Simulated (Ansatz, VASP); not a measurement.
NaCl in VASP and in Ansatz

```
Na Cl
1.0
     0.06881    2.81546    2.81546
     2.81546    0.06881    2.81546
     2.81546    2.81546    0.06881
Na Cl
1 1
Direct
  0.00000 0.00000 0.00000
  0.50000 0.50000 0.50000
```

Change from the starting cell: epitaxial_111 strain -2.0%.

Alike in both runs: task single point; functional PBE; k mesh 8 × 8 × 8; occupations fermi-dirac, width 0.02 eV; no spin polarisation.

|  | VASP | Ansatz |
| --- | --- | --- |
| version | VASP 6.6.1 | Ansatz 0.2.0 |
| potentials or method | VASP PAW PBE potentials, release 64 (Na_pv, Cl) | plane waves, PAW |
| plane-wave cutoff (eV) | 520 | 420 |
| valence electrons in the cell | 14 | 16 |

```tsv
	VASP	Ansatz	Ansatz less VASP
gap on the k mesh at the Fermi level (eV)	5.21	5.21	0.000
pressure (GPa)	2.0	2.0	+0.02
traceless stress, the component that is largest in VASP (GPa)	-0.33	-0.33	-0.001
```

VASP's potentials hold 14 valence electrons a cell and Ansatz's 16, so a difference there can come from the potentials and not from the codes.
